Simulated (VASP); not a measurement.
# Mg7S16 (a cell with a defect) in VASP: notebook

The runs below take Mg7S16 (a cell with a defect) through single point, with PBEsol.

Program: VASP 6.6.1. These are calculated values, not measurements. Logs are shortened: lines on timing, memory, paths and dates and some standing lists are left out, and cuts for length are marked.

**1. The cell of the first run**

The cell holds a defect, 23 atoms: a = 10.204 Å, b = 10.204 Å, c = 6.891 Å, α = 76.66°, β = 76.66°, γ = 45.07°.

**2. Single point, PBEsol**

INCAR

```
SYSTEM = Mg7S16
  PREC = Accurate
  ENCUT = 520
  EDIFF = 1E-6
  ISMEAR = -1
  SIGMA = 0.05
  LREAL = Auto
  LASPH = .True.
  NELM = 80
  ALGO = Normal
  ISIF = 2
  LWAVE = .False.
  LCHARG = .True.
  GGA = PS
  LELF = .True.
  LVHAR = .True.
  NBANDS = 72
```

KPOINTS

```
Automatic mesh
0
Gamma
  1 1 1
  0 0 0
```

POSCAR

```
Mg7S16
1.0
    2.3536360000      3.9105410000      9.1265460000
    2.3536360000     -3.9105410000      9.1265460000
    6.8907580000      0.0000000000      0.0000000000
Mg S
7 16
Direct
    0.1295819756      0.1440812482      0.1915313794
    0.6593383716      0.1138128293      0.3513232507
    0.3360046457      0.3922117025      0.7254853221
    0.6310174865      0.6548249341      0.2139089761
    0.8831425753      0.3451096024      0.6642145113
    0.3654636957      0.8906084263      0.7294935383
    0.9253046880      0.8202297124      0.8346610628
    0.2022067305      0.2032040350      0.4536381379
    0.0538217479      0.0469940481      0.9297114067
    0.6884810447      0.1717239003      0.6663259215
    0.5985660000      0.0446784432      0.9552848499
    0.1948653235      0.6932362650      0.5557925746
    0.1029012332      0.4965040621      1.0023306752
    0.4269603182      0.4375726606      0.1226721440
    0.3053101396      0.3288618681      0.4015799035
    0.6599684285      0.7294728782      0.4916964027
    0.5262688080      0.5606374542      0.9907064350
    0.9551954663      0.4403817871     -0.0304438009
    0.7683733774      0.3120682267      0.4110627227
    0.4332228256      0.9684684604     -0.0069761660
    0.2628465266      0.8464230701      0.5030336494
    0.9474793219      0.9335170594      0.1073784917
    0.8319632427      0.7969552988      0.4760461301
```

Potentials or basis: VASP PAW PBE potentials, release 64 (Mg, S).

Started as:

```console
> cat potpaw_PBE.64/Mg/POTCAR potpaw_PBE.64/S/POTCAR > POTCAR
> mpirun -np 1 vasp_gam > vasp.out
```

OUTCAR:

```text
SYSTEM = Mg7S16
   PREC = Accurate
   ENCUT = 520
   EDIFF = 1E-6
   ISMEAR = -1
   LREAL = Auto
   LASPH = .True.
   NELM = 80
   ISIF = 2
   GGA = PS

 ion  position               nearest neighbor table
   1  0.130  0.144  0.192-   8 2.43  20 2.45  18 2.48   9 2.72  21 2.86  19 2.92   5 3.63
   2  0.659  0.114  0.351-  23 2.38  10 2.51  22 2.52  15 2.56  14 2.70  19 3.05   3 3.44
   3  0.336  0.392  0.725-  13 2.39  12 2.40  10 2.55  15 2.60  11 2.86   7 3.38   2 3.44
   4  0.631  0.655  0.214-  16 2.36  20 2.58  17 2.71  18 2.73  19 2.79  21 3.14
   5  0.883  0.345  0.664-  19 2.51   8 2.63   9 2.66  16 2.91  18 2.93  17 3.22   1 3.63
   6  0.365  0.891  0.729-  21 2.34   9 2.53  16 2.53  20 2.54   8 2.78  17 2.83
   7  0.925  0.820  0.835-  11 2.42  13 2.51  22 2.55  12 2.57  10 2.68  23 2.96   3 3.38
   8  0.202  0.203  0.454-  15 2.10   1 2.43   5 2.63   6 2.78
   9  0.054  0.047  0.930-  22 2.13   6 2.53   5 2.66   1 2.72
  10  0.688  0.172  0.666-  19 2.37  11 2.48   2 2.51   3 2.55   7 2.68
  11  0.599  0.045  0.955-  20 2.25   7 2.42  10 2.48   3 2.86
  12  0.195  0.693  0.556-  21 2.05   3 2.40   7 2.57
  13  0.103  0.497  0.002-  18 2.02   3 2.39   7 2.51
  14  0.427  0.438  0.123-  17 2.07  15 2.52   2 2.70
  15  0.305  0.329  0.402-   8 2.10  14 2.52   2 2.56   3 2.60
  16  0.660  0.729  0.492-  23 2.27   4 2.36   6 2.53   5 2.91
  17  0.526  0.561  0.991-  14 2.07   4 2.71   6 2.83   5 3.22
  18  0.955  0.440  0.970-  13 2.02   1 2.48   4 2.73   5 2.93
  19  0.768  0.312  0.411-  10 2.37   5 2.51   4 2.79   1 2.92   2 3.05
  20  0.433  0.968  0.993-  11 2.25   1 2.45   6 2.54   4 2.58
  21  0.263  0.846  0.503-  12 2.05   6 2.34   1 2.86   4 3.14
  22  0.947  0.934  0.107-   9 2.13   2 2.52   7 2.55
  23  0.832  0.797  0.476-  16 2.27   2 2.38   7 2.96

  LATTYP: Found a base centered monoclinic cell.
 ALAT       =    18.8502991287
 B/A-ratio  =     0.4149049279
 C/A-ratio  =     0.3655516527
 COS(beta)  =    -0.2497186898

  Lattice vectors:

 A1 = (  -2.3536360000,  -3.9105410000,  -9.1265460000)
 A2 = (  -2.3536360000,   3.9105410000,  -9.1265460000)
 A3 = (   6.8907580000,   0.0000000000,   0.0000000000)

Analysis of symmetry for initial positions (statically):
=====================================================================
 Subroutine PRICEL returns:
 Original cell was already a primitive cell.

 Routine SETGRP: Setting up the symmetry group for a
 base centered monoclinic supercell.

 Subroutine GETGRP returns: Found  1 space group operations
 (whereof  1 operations were pure point group operations)
 out of a pool of  4 trial point group operations.

The static configuration has the point symmetry C_1 .

Analysis of symmetry for dynamics (positions and initial velocities):
=====================================================================
 Subroutine PRICEL returns:
 Original cell was already a primitive cell.

 Routine SETGRP: Setting up the symmetry group for a
 base centered monoclinic supercell.

 Subroutine GETGRP returns: Found  1 space group operations
 (whereof  1 operations were pure point group operations)
 out of a pool of  4 trial point group operations.

The dynamic configuration has the point symmetry C_1 .

 Subroutine INISYM returns: Found  1 space group operations
 (whereof  1 operations are pure point group operations),
 and found     1 'primitive' translations

----------------------------------------------------------------------------------------

                                     Primitive cell

  volume of cell :     491.8586

  direct lattice vectors                    reciprocal lattice vectors
     2.353636000  3.910541000  9.126546000     0.000000000  0.127859547  0.054785239
     2.353636000 -3.910541000  9.126546000     0.000000000 -0.127859547  0.054785239
     6.890758000  0.000000000  0.000000000     0.145121915  0.000000000 -0.037425348

  length of vectors
    10.204203802 10.204203802  6.890758000     0.139102430  0.139102430  0.149870034

  position of ions in fractional coordinates (direct lattice)
     0.129581976  0.144081248  0.191531379
     0.659338372  0.113812829  0.351323251
     0.336004646  0.392211702  0.725485322
     0.631017486  0.654824934  0.213908976
     0.883142575  0.345109602  0.664214511
     0.365463696  0.890608426  0.729493538
[... 15 lines left out ...]
     0.947479322  0.933517059  0.107378492
     0.831963243  0.796955299  0.476046130

  ion indices of the primitive-cell ions
   primitive index   ion index
                 1           1
                 2           2
                 3           3
                 4           4
                 5           5
                 6           6
[... 15 lines left out ...]
                22          22
                23          23

----------------------------------------------------------------------------------------

 KPOINTS: Automatic mesh

Automatic generation of k-mesh.
 Grid dimensions read from file:
 generate k-points for:    1    1    1

 Generating k-lattice:

  Cartesian coordinates                     Fractional coordinates (reciprocal lattice)
     0.000000000  0.127859547  0.054785239     1.000000000 -0.000000000  0.000000000
     0.000000000 -0.127859547  0.054785239    -0.000000000  1.000000000  0.000000000
     0.145121915  0.000000000 -0.037425348     0.000000000  0.000000000  1.000000000

  Length of vectors
     0.139102430  0.139102430  0.149870034

  Shift w.r.t. Gamma in fractional coordinates (k-lattice)
     0.000000000  0.000000000  0.000000000

 Subroutine IBZKPT returns following result:
 ===========================================

 Found      1 irreducible k-points:

 Following reciprocal coordinates:
            Coordinates               Weight
  0.000000  0.000000  0.000000      1.000000
   k-points           NKPTS =      1   k-points in BZ     NKDIM =      1   number of bands    NBANDS=     72
   number of dos      NEDOS =    301   number of ions     NIONS =     23
   total plane-waves  NPLWV = 345600
   dimension x,y,z NGX =    80 NGY =   80 NGZ =   54
   dimension x,y,z NGXF=   160 NGYF=  160 NGZF=  108
   ions per type =               7  16
   NGX,Y,Z   is equivalent  to a cutoff of  13.03, 13.03, 13.03 a.u.
   NGXF,Y,Z  is equivalent  to a cutoff of  26.07, 26.07, 26.06 a.u.
 SYSTEM =  Mg7S16
   PREC   = accura    normal or accurate (medium, high low for compatibility)
   ISTART =      0    job   : 0-new  1-cont  2-samecut
   ICHARG =      2    charge: 1-file 2-atom 10-const
   ISPIN  =      1    spin polarized calculation?
   LNONCOLLINEAR =      F non collinear calculations
   LSORBIT =      F    spin-orbit coupling
   LASPH  =      T    aspherical Exc in radial PAW
   ENCUT  =  520.0 eV  38.22 Ry    6.18 a.u.  18.97 18.97 12.81*2*pi/ulx,y,z
   NELM   =     80;   NELMIN=  2; NELMDL= -5     # of ELM steps
   EDIFF  = 0.1E-05   stopping-criterion for ELM
   LREAL  =      T    real-space projection
   EDIFFG = 0.1E-04   stopping-criterion for IOM
   NSW    =      0    number of steps for IOM
   IBRION =     -1    ionic relax: 0-MD 1-quasi-New 2-CG
   NFREE  =      0    steps in history (QN), initial steepest desc. (CG)
   ISIF   =      2    stress and relaxation
   ISYM   =      2    0-nonsym 1-usesym 2-fastsym
   POTIM  = 0.5000    time-step for ionic-motion
   TEBEG  =    0.0;   TEEND  =   0.0 temperature during run
   PSTRESS=    0.0 pullay stress
   NELECT =     110.0000    total number of electrons
   NUPDOWN=      -1.0000    fix difference up-down
   EMIN   =  10.00;   EMAX   =-10.00  energy-range for DOS
   EFERMI =   0.00;   METHOD = LEGACY
   ISMEAR =    -1;   SIGMA  =   0.05  broadening in eV -4-tet -1-fermi 0-gaus
   EFERMI_NEDOS =   21; number of points for ismear=-14 and -15
   IALGO  =     38    algorithm
   IMIX   =      4    mixing-type and parameters
     AMIX     =   0.40;   BMIX     =  1.00
     AMIX_MAG =   1.60;   BMIX_MAG =  1.00
  volume/ion in A,a.u.               =      21.39       144.31
  Fermi-wavevector in a.u.,A,eV,Ry     =   0.993708  1.877837 13.435160  0.987456
  Thomas-Fermi vector in A             =   2.125609
   LORBIT       =      0    0 simple, 1 ext, 2 COOP (PROOUT), +10 PAW based schemes
   GGA     = PS    functional components
   LHFCALC =     F    Hartree Fock is set to
   AEXX    =    0.0000 exact exchange contribution
   IVDW    =     0    specifies the selected vdW correction
   LEPSILON=     F    determine dielectric tensor
   LRPA    =     F    only Hartree local field effects (RPA)
 non-spin polarized calculation
  energy-cutoff  :      520.00
  volume of cell :      491.86
 maximum number of plane-waves:      6626
 NGX is ok and might be reduce to    80
   NGX = 37   NGY = 37   NGZ = 25

 number of electron     110.0000000 magnetization

 Free energy of the ion-electron system (eV)
  ---------------------------------------------------
  ext. energy  EPLUGINS =         0.00000000
  ---------------------------------------------------
  free energy    TOTEN  =       -93.23894240 eV

  energy without entropy =      -93.13141899  energy(sigma->0) =      -93.18518070

 E-fermi :   3.3746     XC(G=0):  -9.0932

 val. band max:        3.2996818387   @ k =   0.0000   0.0000   0.0000
 cond. band min:       3.4431783590   @ k =   0.0000   0.0000   0.0000
 fundamental gap:      0.1434965203
 Fermi energy:         3.3745504045

 k-point     1 :       0.0000    0.0000    0.0000
  band No.  band energies     occupation
      1     -11.7626      2.00000
      2     -11.3727      2.00000
      3     -11.1593      2.00000
      4     -11.0209      2.00000
      5     -10.9046      2.00000
      6     -10.8274      2.00000
[... 59 lines left out ...]
     66       6.6031      0.00000
     67       6.9200      0.00000
 [bands above 67 left out]

------------------------ aborting loop because EDIFF is reached ----------------------------------------

  FORCE on cell =-STRESS in cart. coord.  units (eV):
  Direction    XX          YY          ZZ          XY          YZ          ZX
  --------------------------------------------------------------------------------------
  -------------------------------------------------------------------------------------
  Total       -3.9823596      9.3084402    -13.8691193     -1.4816016      0.2876234      4.2314157
  in kB      -12.9721146     30.3212576    -45.1771867     -4.8261602      0.9369026     13.7833884
  external PRESSURE =      -9.2760146 kB  Pullay stress =       0.0000000 kB

 VOLUME and BASIS-vectors are now :
 -----------------------------------------------------------------------------
  energy-cutoff  :      520.00
  volume of cell :      491.86
      direct lattice vectors                 reciprocal lattice vectors
     2.353636000  3.910541000  9.126546000     0.000000000  0.127859547  0.054785239
     2.353636000 -3.910541000  9.126546000     0.000000000 -0.127859547  0.054785239
     6.890758000  0.000000000  0.000000000     0.145121915  0.000000000 -0.037425348

 POSITION                                       TOTAL-FORCE (eV/Angst)
 -----------------------------------------------------------------------------------
      1.96390     -0.05670      2.49760        -0.079746     -0.378848     -0.915951
      4.24060      2.13330      7.05620        -0.251130     -0.643838      0.411354
      6.71310     -0.21980      6.64610         0.040483      1.018510      0.239401
      4.50040     -0.09310     11.73530        -0.948823      0.221160     -0.810133
      7.46780      2.10400     11.20970         0.109615     -0.312609      0.149408
      7.98310     -2.05360     11.46360         0.466125      0.377215      0.311118
[... 15 lines left out ...]
      5.16710      0.05460     17.16700        -0.207088      0.480499      0.617267
      7.11420      0.13690     14.86640        -0.480829      0.342602     -2.255700
 -----------------------------------------------------------------------------------
    total drift:                                0.003547      0.000665     -0.009542

  FREE ENERGIE OF THE ION-ELECTRON SYSTEM (eV)
  ---------------------------------------------------
  free  energy   TOTEN  =       -93.2389424026 eV

  energy  without entropy=      -93.1314189930  energy(sigma->0) =      -93.18518070
```

It took 95 s on 1 thread of Intel Xeon Platinum 8488C (Sapphire Rapids), shared host; peak memory 0.64 GiB.

Results:

* Free energy: -93.2389 eV
* Pressure: -0.9 GPa
* Largest force: 2.389 eV/Å

Forces on the atoms (eV/Å):
```
Mg  -0.080 -0.379 -0.916
Mg  -0.251 -0.644  0.411
Mg   0.040  1.019  0.239
Mg  -0.949  0.221 -0.810
Mg   0.110 -0.313  0.149
Mg   0.466  0.377  0.311
Mg  -0.391  0.325  0.257
S    0.821 -0.066 -0.248
S    0.747 -0.862 -0.078
S   -0.487 -0.387  0.537
S    0.146 -0.848 -1.696
S    0.261 -0.620  0.534
S    0.227 -0.287  0.292
S   -0.005  0.052  0.761
S    0.145  0.213 -0.243
S    1.253  0.877  1.836
S    0.117  0.091  0.280
S   -0.355 -0.936 -1.357
S    0.422  0.246  0.192
S   -0.126  0.860  1.262
S   -1.425  0.238 -0.076
S   -0.207  0.480  0.617
S   -0.481  0.343 -2.256
```

Caveat: the k points lie up to 0.94 Å⁻¹ apart, too coarse for converged energies, forces and pressures; the PAW data sets were made with another functional, which shifts forces and pressure a little.

**3. Single point, PBEsol**

INCAR

```
  PREC = Accurate
  ENCUT = 520
  EDIFF = 1E-6
  ISMEAR = -1
  SIGMA = 0.05
  LREAL = Auto
  LASPH = T
  NELM = 80
  ALGO = Normal
  ISIF = 2
  LWAVE = F
  LCHARG = F
  GGA = PS
  NBANDS = 72
```

KPOINTS

```
regular mesh
0
Gamma
  1 1 1
```

POSCAR

```
Mg7S16
1.0
    2.3536360000      3.9105410000      9.1265460000
    2.3536360000     -3.9105410000      9.1265460000
    6.8907580000      0.0000000000      0.0000000000
Mg S
7 16
Direct
    0.0844751512      0.1531612997      0.1908484225
    0.6824686863      0.0516096824      0.3036598767
    0.3400195083      0.3704245085      0.7678361925
    0.5981116442      0.6390266992      0.2124333285
    0.8537420906      0.4095835969      0.7013294012
    0.3408008688      0.9203881944      0.6501635986
    0.9037145005      0.8435949416      0.8173222153
    0.1477240644      0.2737168618      0.4630378057
    0.0784423069      0.0538421301      0.8870215130
    0.6998059404      0.1756840862      0.6177426570
    0.5774746103      0.0320002118      1.0080629907
    0.2892413225      0.6916664601      0.6944228966
    0.0428434453      0.5254876626      0.9636611015
    0.4824951415      0.3996677271      0.0999178486
    0.3337570179      0.2837383632      0.4842487055
    0.6636400733      0.7405603767      0.4549460698
    0.5618311986      0.5328326534      0.9189932007
    0.8913613434      0.4637734470      0.0033967196
    0.7575355312      0.3478223994      0.4879854701
    0.4136595835      0.9606938685      0.0195148688
    0.2621266156      0.8152470151      0.4076989262
    0.9865445486      0.9241235179      0.0689594460
    0.8658562993      0.7694502011      0.5010600793
```

Potentials or basis: VASP PAW PBE potentials, release 64 (Mg, S).

Started as:

```console
> cat potpaw_PBE.64/Mg/POTCAR potpaw_PBE.64/S/POTCAR > POTCAR
> mpirun -np 1 vasp_gam > vasp.out
```

OUTCAR:

```text
PREC = Accurate
   ENCUT = 520
   EDIFF = 1E-6
   ISMEAR = -1
   LREAL = Auto
   LASPH = T
   NELM = 80
   ISIF = 2
   GGA = PS

 ion  position               nearest neighbor table
   1  0.084  0.153  0.191-  18 2.46  20 2.54   9 2.56  21 2.73   8 2.86  19 2.94
   2  0.682  0.052  0.304-  23 2.32  11 2.61  22 2.62  15 2.69  14 2.74  10 2.84
   3  0.340  0.370  0.768-  15 2.35  13 2.42  10 2.72  11 2.82  12 2.87  14 3.15   7 3.60
   4  0.598  0.639  0.212-  18 2.42  20 2.55  16 2.57  19 2.66  21 2.66  17 2.71
   5  0.854  0.410  0.701-  19 2.34  18 2.45  17 2.49   8 2.55   9 2.74  16 2.77
   6  0.341  0.920  0.650-   9 2.35  16 2.57  12 2.67  21 2.69   8 2.75  20 3.00  17 3.18
[... 307 lines left out ...]
  in kB      -15.1542498     36.1000379    -49.8220039    -14.1601100     -5.3166802      8.1387959
  external PRESSURE =      -9.6254053 kB  Pullay stress =       0.0000000 kB

 VOLUME and BASIS-vectors are now :
 -----------------------------------------------------------------------------
  energy-cutoff  :      520.00
  volume of cell :      491.86
      direct lattice vectors                 reciprocal lattice vectors
     2.353636000  3.910541000  9.126546000     0.000000000  0.127859547  0.054785239
     2.353636000 -3.910541000  9.126546000     0.000000000 -0.127859547  0.054785239
     6.890758000  0.000000000  0.000000000     0.145121915  0.000000000 -0.037425348

 POSITION                                       TOTAL-FORCE (eV/Angst)
 -----------------------------------------------------------------------------------
      1.87440     -0.26860      2.16880         0.533327      0.077517      0.078502
      3.82020      2.46700      6.69960        -0.219060     -1.172852      0.433875
      6.96310     -0.11890      6.48390         0.646762      0.829254      0.570283
      4.37560     -0.16000     11.29080        -0.021483     -0.558530     -0.394833
      7.80610      1.73690     11.52980         0.098995      0.370346      0.430825
      7.44850     -2.26650     11.51030        -0.273510      0.178242      0.824720
[... 15 lines left out ...]
      4.97220      0.24410     17.43780        -0.060130      0.254997      0.345243
      7.30160      0.37700     14.92470        -1.042517      0.247033     -1.955126
 -----------------------------------------------------------------------------------
    total drift:                                0.002728      0.004874      0.002062

  FREE ENERGIE OF THE ION-ELECTRON SYSTEM (eV)
  ---------------------------------------------------
  free  energy   TOTEN  =       -93.1017772552 eV

  energy  without entropy=      -93.0128024638  energy(sigma->0) =      -93.05728986
```

Wall time 76 s (1 thread of Intel Xeon Platinum 8488C (Sapphire Rapids), shared host); peak memory 0.64 GiB.

Results:

```
Free energy   : -93.1018 eV
Pressure      : -1.0 GPa
Largest force : 2.229 eV/Å
```

Forces in eV/Å, atoms in the order of the input:
```
Mg   0.533  0.078  0.079
Mg  -0.219 -1.173  0.434
Mg   0.647  0.829  0.570
Mg  -0.021 -0.559 -0.395
Mg   0.099  0.370  0.431
Mg  -0.274  0.178  0.825
Mg   0.068 -0.344  0.031
S    0.118  0.167 -1.017
S    0.933 -1.317 -0.898
S   -0.143 -0.392  0.785
S   -0.654 -0.763 -1.208
S   -0.139  0.432 -1.196
S    0.801  0.312  1.627
S   -0.204 -0.462  0.511
S   -0.778  0.932  0.586
S    1.407  0.282  1.227
S    0.825  0.044 -0.811
S   -0.143 -0.231 -0.462
S   -1.227  0.728 -1.203
S   -0.072  0.221  1.375
S   -0.456  0.165  0.319
S   -0.060  0.255  0.345
S   -1.043  0.247 -1.955
```

Caveat: the k points lie up to 0.94 Å⁻¹ apart, too coarse for converged energies, forces and pressures; the PAW data sets were made with another functional, which shifts forces and pressure a little.
